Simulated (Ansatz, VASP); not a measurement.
# Rh2Au in VASP and in Ansatz

```
CELL_PARAMETERS angstrom
3.79351 -0.07198 0.09718
-1.95909 3.14667 -0.02361
0.15869 0.04710 5.98258
ATOMIC_POSITIONS crystal
Au 0.63518 0.28088 0.84427
Rh 0.99438 0.98084 0.09461
Rh 0.31609 0.67215 0.59990
```

Alike in both runs: task single point; functional PBE; k mesh 3 × 3 × 1; occupations fermi-dirac, width 0.15 eV; no spin polarisation.

```csv
,VASP,Ansatz
version,VASP 6.6.1,Ansatz 0.2.0 development build
potentials or method,"VASP PAW PBE potentials, release 64 (Au_sv_GW, Rh_sv_GW)","plane waves, PAW datasets (generated soft set 1)"
plane-wave cutoff (eV),620,420
valence electrons in the cell,53,53
```

```csv
,VASP,Ansatz,Ansatz less VASP
rms of the force components (eV/Å),1.066,1.058,-0.0080
```

Atom by atom the forces differ by 0.009 eV/Å (rms over components). With one functional, cell and mesh, what is left measures potentials, basis and numerics. Ansatz's warnings: stress scf threshold loose.

The k mesh is coarse, so the values compare programs but aren't converged. Neither program's run includes spin-orbit coupling.
